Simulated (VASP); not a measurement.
A run of VASP 6.6.1:

INCAR

```
PREC = Accurate
ENCUT = 520
EDIFF = 1E-6
ISMEAR = 0
SIGMA = 0.05
LREAL = False
LASPH = True
NELM = 150
ALGO = Normal
ISIF = 2
LWAVE = False
LCHARG = True
LMAXMIX = 4
LDAU = True
LDAUTYPE = 2
LDAUL = -1 2 -1
LDAUU = 0 4 0
LDAUJ = 0 0 0
LDAUPRINT = 1
GGA = PE
LELF = True
LVHAR = True
NBANDS = 28
```

Contents of KPOINTS:

```
Automatic mesh
0
Gamma
  6 6 6
```

POSCAR

```
BaTiO3
1.0
    4.3177235407      0.0000000000      0.0000000000
    0.0000000000      3.0951486389      2.4870090672
    0.0000000000     -3.0951486389      2.4870090672
Ba Ti O
1 1 3
Direct
    0.0000000000      0.0080771845      0.0080771845
    0.5000000000      0.5197092871      0.5197092871
    0.0000000000      0.4916268390      0.4916268390
    0.5000000000      0.4938075372      0.9829991522
    0.5000000000      0.9829991522      0.4938075372
```

Potentials or basis: VASP PAW PBE potentials, release 64 (Ba_sv, Ti_sv, O).

Run with:

```console
$ cat potpaw_PBE.64/Ba_sv/POTCAR potpaw_PBE.64/Ti_sv/POTCAR potpaw_PBE.64/O/POTCAR > POTCAR
$ mpirun -np 1 vasp_std > vasp.out
```

Hardware: 1 thread of Intel(R) Xeon(R) Platinum 8559C (Emerald Rapids) (shared host).

Estimate the wall time of this run.

It took 38 s on 1 thread of Intel(R) Xeon(R) Platinum 8559C (Emerald Rapids) (shared host), peak memory 0.24 GiB. Counts: scf iterations 16, k points 52.
